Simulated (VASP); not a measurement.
# Rh (Fm-3m) in VASP: a series of runs

The runs below take Rh through single point, relaxation of volume and atoms at fixed shape, with LDA.

Everything below comes from runs of VASP 6.6.1. Logs are shortened: lines on timing, memory, paths and dates and some standing lists are left out, and cuts for length are marked.

## (1) The cell of the first run

It takes space group Fm-3m (No. 225, cubic). The conventional cell has a = 3.755 Å, b = 3.755 Å, c = 3.755 Å, α = 90.00°, β = 90.00°, γ = 90.00°. Rh (site symmetry m-3m) has 12 Rh at 2.66 Å within 3.5 Å.

## (2) Single point, LDA

The input, INCAR:

```
SYSTEM = Rh
ALGO = Normal ; EDIFF = 1E-7
ENCUT = 520 ; ISIF = 2
ISMEAR = -1 ; LASPH = .True.
LCHARG = .False. ; LREAL = .False.
LWAVE = .False. ; NBANDS = 14
NELM = 100 ; PREC = Accurate
SIGMA = 0.1
```

The input, KPOINTS:

```
k-points
0
Gamma
  20 20 20
  0 0 0
```

The input, POSCAR:

```
Rh
1.0
    0.0000000000      1.8776029495      1.8776029495
    1.8776029495      0.0000000000      1.8776029495
    1.8776029495      1.8776029495      0.0000000000
Rh
1
Direct
    0.0000000000      0.0000000000      0.0000000000
```

Potentials or basis: VASP PAW LDA potentials, release 64 (Rh_pv).

Started as:

```console
$ cat potpaw_LDA.64/Rh_pv/POTCAR > POTCAR
$ mpirun -np 1 vasp_std > vasp.out
```

OUTCAR:

```text
SYSTEM = Rh
   EDIFF = 1E-7
   ENCUT = 520
   ISIF = 2
   ISMEAR = -1
   LASPH = .True.
   LREAL = .False.
   NELM = 100
   PREC = Accurate

 ion  position               nearest neighbor table
   1  0.000  0.000  0.000-

  LATTYP: Found a face centered cubic cell.
 ALAT       =     3.7552058990

  Lattice vectors:

 A1 = (   0.0000000000,   1.8776029495,   1.8776029495)
 A2 = (   1.8776029495,   0.0000000000,   1.8776029495)
 A3 = (   1.8776029495,   1.8776029495,   0.0000000000)

Analysis of symmetry for initial positions (statically):
=====================================================================
 Subroutine PRICEL returns:
 Original cell was already a primitive cell.

 Routine SETGRP: Setting up the symmetry group for a
 face centered cubic supercell.

 Subroutine GETGRP returns: Found 48 space group operations
 (whereof 48 operations were pure point group operations)
 out of a pool of 48 trial point group operations.

The static configuration has the point symmetry O_h .

Analysis of symmetry for dynamics (positions and initial velocities):
=====================================================================
 Subroutine PRICEL returns:
 Original cell was already a primitive cell.

 Routine SETGRP: Setting up the symmetry group for a
 face centered cubic supercell.

 Subroutine GETGRP returns: Found 48 space group operations
 (whereof 48 operations were pure point group operations)
 out of a pool of 48 trial point group operations.

The dynamic configuration has the point symmetry O_h .

 Subroutine INISYM returns: Found 48 space group operations
 (whereof 48 operations are pure point group operations),
 and found     1 'primitive' translations

----------------------------------------------------------------------------------------

                                     Primitive cell

  volume of cell :      13.2386

  direct lattice vectors                    reciprocal lattice vectors
     0.000000000  1.877602949  1.877602949    -0.266296983  0.266296983  0.266296983
     1.877602949  0.000000000  1.877602949     0.266296983 -0.266296983  0.266296983
     1.877602949  1.877602949  0.000000000     0.266296983  0.266296983 -0.266296983

  length of vectors
     2.655331556  2.655331556  2.655331556     0.461239904  0.461239904  0.461239904

  position of ions in fractional coordinates (direct lattice)
     0.000000000  0.000000000  0.000000000

  ion indices of the primitive-cell ions
   primitive index   ion index
                 1           1

----------------------------------------------------------------------------------------

 KPOINTS: k-points

Automatic generation of k-mesh.
 Grid dimensions read from file:
 generate k-points for:   20   20   20

 Generating k-lattice:

  Cartesian coordinates                     Fractional coordinates (reciprocal lattice)
    -0.013314849  0.013314849  0.013314849     0.050000000  0.000000000  0.000000000
     0.013314849 -0.013314849  0.013314849     0.000000000  0.050000000  0.000000000
     0.013314849  0.013314849 -0.013314849     0.000000000  0.000000000  0.050000000

  Length of vectors
     0.023061995  0.023061995  0.023061995

  Shift w.r.t. Gamma in fractional coordinates (k-lattice)
     0.000000000  0.000000000  0.000000000

 Subroutine IBZKPT returns following result:
 ===========================================

 Found    256 irreducible k-points:

 Following reciprocal coordinates:
            Coordinates               Weight
  0.000000  0.000000  0.000000      1.000000
  0.050000  0.000000  0.000000      8.000000
  0.100000  0.000000  0.000000      8.000000
  0.150000  0.000000  0.000000      8.000000
  0.200000  0.000000  0.000000      8.000000
  0.250000  0.000000  0.000000      8.000000
[... 16 lines left out ...]
 -0.400000  0.050000  0.000000     24.000000
 -0.350000  0.050000  0.000000     24.000000
 [... further k-points ...]
   k-points           NKPTS =    256   k-points in BZ     NKDIM =    256   number of bands    NBANDS=     14
   number of dos      NEDOS =    301   number of ions     NIONS =      1
   total plane-waves  NPLWV =   8000
   dimension x,y,z NGX =    20 NGY =   20 NGZ =   20
   dimension x,y,z NGXF=    40 NGYF=   40 NGZF=   40
   ions per type =               1
   NGX,Y,Z   is equivalent  to a cutoff of  12.52, 12.52, 12.52 a.u.
   NGXF,Y,Z  is equivalent  to a cutoff of  25.04, 25.04, 25.04 a.u.
 SYSTEM =  Rh
   PREC   = accura    normal or accurate (medium, high low for compatibility)
   ISTART =      0    job   : 0-new  1-cont  2-samecut
   ICHARG =      2    charge: 1-file 2-atom 10-const
   ISPIN  =      1    spin polarized calculation?
   LNONCOLLINEAR =      F non collinear calculations
   LSORBIT =      F    spin-orbit coupling
   LASPH  =      T    aspherical Exc in radial PAW
   ENCUT  =  520.0 eV  38.22 Ry    6.18 a.u.   4.94  4.94  4.94*2*pi/ulx,y,z
   NELM   =    100;   NELMIN=  2; NELMDL= -5     # of ELM steps
   EDIFF  = 0.1E-06   stopping-criterion for ELM
   LREAL  =      F    real-space projection
   EDIFFG = 0.1E-05   stopping-criterion for IOM
   NSW    =      0    number of steps for IOM
   IBRION =     -1    ionic relax: 0-MD 1-quasi-New 2-CG
   NFREE  =      0    steps in history (QN), initial steepest desc. (CG)
   ISIF   =      2    stress and relaxation
   ISYM   =      2    0-nonsym 1-usesym 2-fastsym
   POTIM  = 0.5000    time-step for ionic-motion
   TEBEG  =    0.0;   TEEND  =   0.0 temperature during run
   PSTRESS=    0.0 pullay stress
   NELECT =      15.0000    total number of electrons
   NUPDOWN=      -1.0000    fix difference up-down
   EMIN   =  10.00;   EMAX   =-10.00  energy-range for DOS
   EFERMI =   0.00;   METHOD = LEGACY
   ISMEAR =    -1;   SIGMA  =   0.10  broadening in eV -4-tet -1-fermi 0-gaus
   EFERMI_NEDOS =   21; number of points for ismear=-14 and -15
   IALGO  =     38    algorithm
   IMIX   =      4    mixing-type and parameters
     AMIX     =   0.40;   BMIX     =  1.00
     AMIX_MAG =   1.60;   BMIX_MAG =  1.00
  volume/ion in A,a.u.               =      13.24        89.34
  Fermi-wavevector in a.u.,A,eV,Ry     =   1.706704  3.225203 39.631566  2.912838
  Thomas-Fermi vector in A             =   2.785691
   LORBIT       =      0    0 simple, 1 ext, 2 COOP (PROOUT), +10 PAW based schemes
   GGA     = CA    functional components
   LHFCALC =     F    Hartree Fock is set to
   AEXX    =    0.0000 exact exchange contribution
   IVDW    =     0    specifies the selected vdW correction
   LEPSILON=     F    determine dielectric tensor
   LRPA    =     F    only Hartree local field effects (RPA)
 non-spin polarized calculation
  energy-cutoff  :      520.00
  volume of cell :       13.24
 maximum number of plane-waves:       368
   NGX =  9   NGY =  9   NGZ =  9

 number of electron      15.0000002 magnetization

 Free energy of the ion-electron system (eV)
  ---------------------------------------------------
  ext. energy  EPLUGINS =         0.00000000
  ---------------------------------------------------
  free energy    TOTEN  =        -8.70389685 eV

  energy without entropy =       -8.66342329  energy(sigma->0) =       -8.68366007

 E-fermi :  12.4197     XC(G=0): -14.5936

 val. band max:       12.4192363756   @ k =  -0.3000   0.3000   0.1000
 cond. band min:      12.4327584269   @ k =  -0.3500   0.2500   0.0500
 fundamental gap:      0.0135220513
 Fermi energy:        12.4197132626

 k-point     1 :       0.0000    0.0000    0.0000
  band No.  band energies     occupation
      1     -33.8030      2.00000
      2     -33.8030      2.00000
      3     -33.8030      2.00000
      4       4.1133      2.00000
      5       9.1292      2.00000
      6       9.1292      2.00000
      7       9.1292      2.00000
      8      11.3847      1.99994
      9      11.3847      1.99994
     10      28.3346      0.00000
     11      32.6724      0.00000
     12      33.9578      0.00000
     13      33.9578      0.00000
     14      33.9578      0.00000

 k-point     2 :       0.0500    0.0000    0.0000
  band No.  band energies     occupation
      1     -33.8247      2.00000
      2     -33.8059      2.00000
      3     -33.8059      2.00000
      4       4.2186      2.00000
      5       9.0806      2.00000
      6       9.1716      2.00000
      7       9.1716      2.00000
      8      11.3598      1.99995
      9      11.3598      1.99995
     10      28.4947      0.00000
     11      32.6717      0.00000
     12      33.3869      0.00000
     13      34.1166      0.00000
     14      34.1166      0.00000

 k-point     3 :       0.1000    0.0000    0.0000
  band No.  band energies     occupation
      1     -33.8872      2.00000
      2     -33.8143      2.00000
      3     -33.8143      2.00000
      4       4.5229      2.00000
      5       8.9544      2.00000
      6       9.2858      2.00000
      7       9.2858      2.00000
      8      11.3016      1.99997
      9      11.3016      1.99997
     10      28.9368      0.00000
     11      32.1326      0.00000
     12      32.6759      0.00000
     13      34.5814      0.00000
     14      34.5814      0.00000
[... 324 lines left out ...]
 k-point    23 :      -0.4000    0.0500    0.0000
  band No.  band energies     occupation
      1     -34.5920      2.00000
      2     -33.9325      2.00000
      3     -33.9097      2.00000
      4       6.0804      2.00000
      5       9.0793      2.00000
      6       9.1853      2.00000
      7      11.5399      1.99970
      8      12.6328      0.21219
      9      13.5569      0.00002
     10      22.6483      0.00000
     11      28.3425      0.00000
     12      32.6733      0.00000
     13      33.8185      0.00000
     14      34.8740      0.00000

 k-point    24 :      -0.3500    0.0500    0.0000
  band No.  band energies     occupation
      1     -34.5125      2.00000
      2     -33.9236      2.00000
      3     -33.8953      2.00000
      4       6.1650      2.00000
      5       9.2004      2.00000
      6       9.2908      2.00000
      7      10.6988      2.00000
      8      12.2222      1.75635
      9      13.0187      0.00500
     10      24.1305      0.00000
     11      28.8472      0.00000
     12      32.6734      0.00000
     13      34.4669      0.00000
     14      36.0697      0.00000

 [... further k-points ...]

------------------------ aborting loop because EDIFF is reached ----------------------------------------

  FORCE on cell =-STRESS in cart. coord.  units (eV):
  Direction    XX          YY          ZZ          XY          YZ          ZX
  --------------------------------------------------------------------------------------
  -------------------------------------------------------------------------------------
  Total        0.0742461      0.0742461      0.0742461      0.0000000     -0.0000000     -0.0000000
  in kB        8.9855106      8.9855106      8.9855106      0.0000000     -0.0000000     -0.0000000
  external PRESSURE =       8.9855106 kB  Pullay stress =       0.0000000 kB

 VOLUME and BASIS-vectors are now :
 -----------------------------------------------------------------------------
  energy-cutoff  :      520.00
  volume of cell :       13.24
      direct lattice vectors                 reciprocal lattice vectors
     0.000000000  1.877602949  1.877602949    -0.266296983  0.266296983  0.266296983
     1.877602949  0.000000000  1.877602949     0.266296983 -0.266296983  0.266296983
     1.877602949  1.877602949  0.000000000     0.266296983  0.266296983 -0.266296983

 POSITION                                       TOTAL-FORCE (eV/Angst)
 -----------------------------------------------------------------------------------
      0.00000      0.00000      0.00000        -0.000000      0.000000     -0.000000
 -----------------------------------------------------------------------------------
    total drift:                               -0.000000     -0.000000     -0.000000

  FREE ENERGIE OF THE ION-ELECTRON SYSTEM (eV)
  ---------------------------------------------------
  free  energy   TOTEN  =        -8.7038968541 eV

  energy  without entropy=       -8.6634232872  energy(sigma->0) =       -8.68366007
```

It took 24 s on 1 thread of AMD EPYC 9R14 (Zen 4), shared host; peak memory 0.12 GiB.

Results:

| Quantity | Value |
| --- | --- |
| Free energy | -8.7039 eV |
| Pressure | 0.9 GPa |
| Band gap on the k mesh | zero (an odd number of electrons rules out a gap without spin polarisation) |

## (3) Relaxation of volume and atoms at fixed shape, LDA

This run uses another cell than the first one, of 13.67 Å³/atom.

The input, INCAR:

```
PREC = Accurate
ENCUT = 600
EDIFF = 1E-6
ISMEAR = -1
SIGMA = 0.1
LREAL = False
LASPH = True
NELM = 100
ALGO = Normal
ISIF = 8
LWAVE = False
LCHARG = False
IBRION = 2
NSW = 80
EDIFFG = -0.03
```

The input, KPOINTS:

```
regular mesh
0
Gamma
  20 20 20
```

The input, POSCAR:

```
Rh
1.0
    0.0000000000      1.8978500000      1.8978500000
    1.8978500000      0.0000000000      1.8978500000
    1.8978500000      1.8978500000      0.0000000000
Rh
1
Direct
    0.0000000000      0.0000000000      0.0000000000
```

Potentials or basis: VASP PAW LDA potentials, release 64 (Rh_pv).

Started as:

```console
$ cat potpaw_LDA.64/Rh_pv/POTCAR > POTCAR
$ mpirun -np 1 vasp_std > vasp.out
```

Wall time 67 s (1 thread of AMD EPYC 9R14 (Zen 4), shared host); peak memory 0.15 GiB.

The run converged. Its results:

```
Free energy                           : -8.7044 eV
Relaxed volume                        : 13.28 Å³/atom
Relaxed cell                          : a = 2.658 Å, b = 2.658 Å, c = 2.658 Å, α = 60.00°, β = 60.00°, γ = 60.00°
Space group after relaxing (to 0.1 Å) : Fm-3m (No. 225)
Energy gained by relaxing             : 11.1 meV/atom
Ionic steps                           : 3
Pressure after relaxing               : -0.3 GPa
Band gap on the k mesh                : zero (an odd number of electrons rules out a gap without spin polarisation)
```

The path:
```
step  energy change (eV)  largest force (eV/Å)  pressure (GPa)  volume (Å³)
   1              0.0000                0.0000           -8.66        13.67
   2              0.0780                0.0000           30.60        12.26
   3             -0.0111                0.0000           -0.34        13.28
```

Final structure:
```
CELL_PARAMETERS angstrom
0.00000 1.87975 1.87975
1.87975 0.00000 1.87975
1.87975 1.87975 0.00000
ATOMIC_POSITIONS crystal
Rh 0.00000 0.00000 0.00000
```

Levels at points of the mesh, in eV from the Fermi level:
```tsv
k point	band 3	band 4	band 5	band 6	band 7	band 8	band 9	band 10	band 11
(0.00, 0.00, 0.00)	-46.22	-8.28	-3.27	-3.27	-3.27	-1.03	-1.03	15.92	20.26
(0.50, 0.00, 0.00)	-46.33	-6.46	-3.35	-3.35	0.63	0.63	0.66	8.95	15.45
(0.50, 0.50, 0.00)	-46.52	-6.67	-6.30	0.61	1.06	1.06	3.25	12.70	13.41
```

LDA usually gives volumes a few per cent too small. Zero-point motion and thermal expansion aren't in these numbers.
